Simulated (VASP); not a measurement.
## AlRu: single point with LDA

Crystal: AlRu.

```
Al Ru
1.0
     2.93776    0.02248   -0.00761
     0.02248    2.95944    0.01955
    -0.00761    0.01955    2.95178
Al Ru
1 1
Direct
  0.05637 0.05800 0.87033
  0.44363 0.44200 0.62967
```

This cell differs from its parent crystal: atoms moved at random and the cell strained at random.

| Item | Value |
| --- | --- |
| Program | VASP 6.6.1 |
| Task | single point |
| Functional | LDA |
| Potentials or basis | VASP PAW LDA potentials, release 64 (Al, Ru_pv) |
| Cutoff | 520 eV |
| k mesh | 12 × 12 × 12 |
| Occupations | gaussian, width 0.15 eV |
| Spin | no spin polarisation |
| Dipole correction | no |
| Further INCAR settings | ALGO = Fast; EDIFF = 1e-06; NBANDS = 16 |

```
Pressure               : 80.5 GPa
Largest force          : 19.137 eV/Å
Band gap on the k mesh : zero (an odd number of electrons rules out a gap without spin polarisation)
```

Forces on the atoms (eV/Å):
```
Al  -11.220 -11.753  10.108
Ru   11.220  11.753 -10.108
```

Stress tensor (GPa, compression positive):
```
107.99  57.90 -49.26
 57.90 103.80 -51.38
-49.26 -51.38  29.69
```

Levels at points of the mesh, in eV from the Fermi level:
```tsv
k point	band 6	band 7	band 8	band 9	band 10	band 11	band 12	band 13
(0.00, 0.00, 0.00)	-4.01	-0.82	0.19	0.25	6.69	7.16	8.95	11.10
(0.50, 0.00, 0.00)	-3.46	-2.30	-1.60	0.33	2.14	8.54	10.20	12.58
(0.00, 0.50, 0.00)	-3.49	-2.24	-1.58	0.34	2.02	8.51	10.34	12.67
(0.50, 0.50, 0.00)	-1.76	-1.44	-0.09	0.33	1.13	4.94	5.93	12.49
(0.00, 0.00, 0.50)	-4.26	-1.62	-1.42	-0.33	2.87	9.13	10.96	11.42
(0.50, 0.00, 0.50)	-2.04	-1.49	-0.51	0.40	1.32	5.31	6.56	12.23
(0.00, 0.50, 0.50)	-1.99	-1.53	-0.58	0.46	1.27	5.41	6.37	12.57
(0.50, 0.50, 0.50)	-4.24	1.20	1.43	2.11	3.73	4.42	5.72	9.73
```

Run time: 2.4 min on 1 thread of AMD EPYC 9R45 96-Core Processor (Zen 5), on a shared host, peak memory 0.39 GiB.

Caveat: the cell differs from its parent crystal (atoms moved at random and the cell strained at random); atoms lie so close that the PAW spheres overlap strongly, which falsifies energies and pressures; the stress differs along the axes, from 30 to 108 GPa; forces of over 1 eV/Å act on the atoms, so gaps and moduli don't describe the material at rest.
